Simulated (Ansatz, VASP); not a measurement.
Two plane-wave programs on WSe2

```
Se W
1.0
     3.41700    0.00000    0.00000
    -1.70850    2.95921    0.00000
     0.00000    0.00000   32.73738
Se W
2 1
Cartesian
  0.0000 1.9728 14.5962
  0.0000 1.9728 18.1412
  1.7085 0.9864 16.3687
```

Alike in both runs: task single point; functional PBE; dispersion D3(BJ); k mesh 9 × 9 × 1; occupations gaussian, width 0.02 eV; no spin polarisation.

|  | VASP | Ansatz |
| --- | --- | --- |
| version | VASP 6.6.1 | Ansatz 0.2.0 |
| potentials or method | VASP PAW PBE potentials, release 64 (Se, W_sv), cutoff 520 eV | scalar-relativistic, plane waves, PAW |
| valence electrons in the cell | 26 | 46 |

Ansatz gave:

```
gap on the k mesh at the Fermi level (eV) : 1.43
least direct gap on the mesh (eV)         : 1.43
rms of the force components (eV/Å)        : 0.899
```

Question: What did VASP give for the same quantities?

Answer: gap on the k mesh at the Fermi level (eV): 1.43; least direct gap on the mesh (eV): 1.43; rms of the force components (eV/Å): 0.886.

VASP's potentials hold 26 valence electrons a cell and Ansatz's 46, so a difference there can come from the potentials and not from the codes.

Spin-orbit coupling is off throughout.
